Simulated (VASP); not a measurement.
## ZnO: relaxation of cell and atoms with LDA

The system is ZnO.

```xyz
4
Lattice="3.1871 0.0000 0.0000 -1.5936 2.7601 0.0000 0.0000 0.0000 5.1525" Properties=species:S:1:pos:R:3 pbc="T T T"
Zn    0.0000    1.8401    2.5777
Zn    1.5936    0.9200    0.0015
O     1.5936    0.9200    1.9514
O     0.0000    1.8401    4.5276
```

```json
{
 "Program": "VASP 6.6.1",
 "Task": "relaxation of cell and atoms",
 "Functional": "LDA",
 "Potentials or basis": "VASP PAW LDA potentials, release 64 (Zn, O)",
 "Cutoff": "600 eV",
 "k mesh": "8 × 8 × 4",
 "Occupations": "gaussian, width 0.01 eV",
 "Spin": "no spin polarisation",
 "Target pressure": "15 GPa",
 "Dipole correction": "no",
 "Further INCAR settings": "ALGO = Normal; EDIFF = 1e-06; IBRION = 2; EDIFFG = -0.002; NSW = 100; ISIF = 3"
}
```

```json
{
 "Relaxed volume": "10.55 Å³/atom",
 "Relaxed cell": "a = 3.111 Å, b = 3.111 Å, c = 5.034 Å, α = 90.00°, β = 90.00°, γ = 120.00°",
 "Space group after relaxing (to 0.1 Å)": "P6_3mc (No. 186)",
 "Energy change on relaxing (the run minimises the enthalpy)": "+37.1 meV/atom",
 "Ionic steps": "27",
 "Pressure after relaxing": "15.0 GPa",
 "Band gap on the k mesh": "0.92 eV"
}
```

The path:
```
step  energy change (eV)  largest force (eV/Å)  pressure (GPa)  volume (Å³)
   1              0.0000                0.0014            0.98        45.33
   2              0.6155                0.0186           35.05        39.13
   3              0.1438                0.0084           14.80        42.25
   4              0.1494                0.0086           14.95        42.19
   5              0.1552                0.0087           15.28        42.13
   6              0.1457                0.0004           14.86        42.23
   7              0.1476                0.0015           14.88        42.21
   8              0.1498                0.0036           15.00        42.18
   9              0.1497                0.0029           15.06        42.18
  10              0.1487                0.0022           15.08        42.19
  11              0.1481                0.0010           14.91        42.20
  12              0.1484                0.0025           15.04        42.20
  13              0.1480                0.0047           15.01        42.20
  14              0.1478                0.0060           14.99        42.20
  15              0.1478                0.0040           15.00        42.20
  16              0.1481                0.0025           14.91        42.20
  17              0.1482                0.0036           15.02        42.20
  18              0.1483                0.0039           15.03        42.20
  19              0.1483                0.0026           14.99        42.20
  20              0.1483                0.0032           15.01        42.20
  21              0.1483                0.0025           15.01        42.20
  22              0.1483                0.0019           15.01        42.20
  23              0.1483                0.0003           14.98        42.20
  24              0.1483                0.0045           14.99        42.20
  25              0.1483                0.0034           15.02        42.20
  26              0.1483                0.0017           15.00        42.20
  27              0.1483                0.0012           14.99        42.20
```

Final structure:
```
Zn O
1.0
     3.11118    0.00000    0.00000
    -1.55559    2.69436    0.00000
     0.00000    0.00000    5.03407
Zn O
2 2
Direct
  0.33333 0.66667 0.50050
  0.66667 0.33333 0.00050
  0.66667 0.33333 0.37851
  0.33333 0.66667 0.87851
```

Levels at points of the mesh, in eV from the valence-band top:
| k point | band 15 | band 16 | band 17 | band 18 | band 19 | band 20 | band 21 | band 22 |
| --- | --- | --- | --- | --- | --- | --- | --- | --- |
| (0.00, 0.00, 0.00) | -0.95 | -0.13 | 0.00 | 0.00 | 0.92 | 5.57 | 8.43 | 13.34 |
| (0.50, 0.00, 0.00) | -3.25 | -2.70 | -1.53 | -1.00 | 6.20 | 6.86 | 7.51 | 9.20 |
| (0.00, 0.00, 0.50) | -0.47 | -0.47 | -0.47 | -0.47 | 3.66 | 3.66 | 10.33 | 10.33 |
| (0.50, 0.00, 0.50) | -1.79 | -1.79 | -1.64 | -1.64 | 5.74 | 5.74 | 9.00 | 9.00 |

Run time: 8.3 min on 1 thread of Intel Xeon 8259CL (shared host), peak memory 0.18 GiB.

Caveat: the cell is relaxed towards a set pressure, so the run minimises the enthalpy, not the energy. LDA usually gives volumes a few per cent too small.
